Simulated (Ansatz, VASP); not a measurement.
**CaO: VASP beside Ansatz**

Contents of INCAR:

```
PREC = Accurate ; ENCUT = 520
EDIFF = 1E-8 ; ISMEAR = -1
SIGMA = 0.05 ; LREAL = F
LASPH = T ; NELM = 80
ALGO = Normal ; ISIF = 2
LWAVE = F ; LCHARG = F
GGA = PE ; LEFG = T
NBANDS = 15
```

Contents of KPOINTS:

```
regular mesh
0
Gamma
  11 11 11
```

The input POSCAR:

```
CaO
1.0
    0.0000000000      2.6732515112      2.6732515112
    2.6732515112      0.0000000000      2.6732515112
    2.6732515112      2.6732515112      0.0000000000
Ca O
1 1
Direct
    0.0000000000      0.0000000000      0.0000000000
    0.2500000000      0.2500000000      0.2500000000
```

Input for Ansatz:

```yaml
crystal:
  lattice:
    - [0.0, 2.6732515112, 2.6732515112]
    - [2.6732515112, 0.0, 2.6732515112]
    - [2.6732515112, 2.6732515112, 0.0]
  atoms:
    - { symbol: Ca, position: [0.0, 0.0, 0.0] }
    - { symbol: O, position: [0.25, 0.25, 0.25] }
kpoints:
  mp_grid: { grid: [11, 11, 11] }
scf:
  occupations: { method: fermi_dirac, width: 0.05 }
hamiltonian:
  xc: pbe
  pseudopotentials: { kind: paw }
output:
  forces: true
  stress: true
  eigenvalues: true
  efg: { contact_densities: true }
```

Change from the starting cell: volume scaled by 1.06, PAW files.

Alike in both runs: task electric field gradients; functional PBE; k mesh 11 × 11 × 11; occupations fermi-dirac, width 0.05 eV; no spin polarisation.

|  | VASP | Ansatz |
| --- | --- | --- |
| version | VASP 6.6.1 | Ansatz 0.2.0 |
| potentials or method | VASP PAW PBE potentials, release 64 (Ca_sv, O) | PAW with Ansatz's default frozen-core files, scalar-relativistic |
| plane-wave cutoff (eV) | 520 | 420 |
| valence electrons in the cell | 16 | 16 |

|  | VASP | Ansatz | Ansatz less VASP |
| --- | --- | --- | --- |
| gap on the k mesh at the Fermi level (eV) | 3.08 | 3.09 | +0.006 |
| pressure (GPa) | -3.6 | -3.9 | -0.33 |

The functional is the same, so the differences come from potentials, cutoffs and numerics.
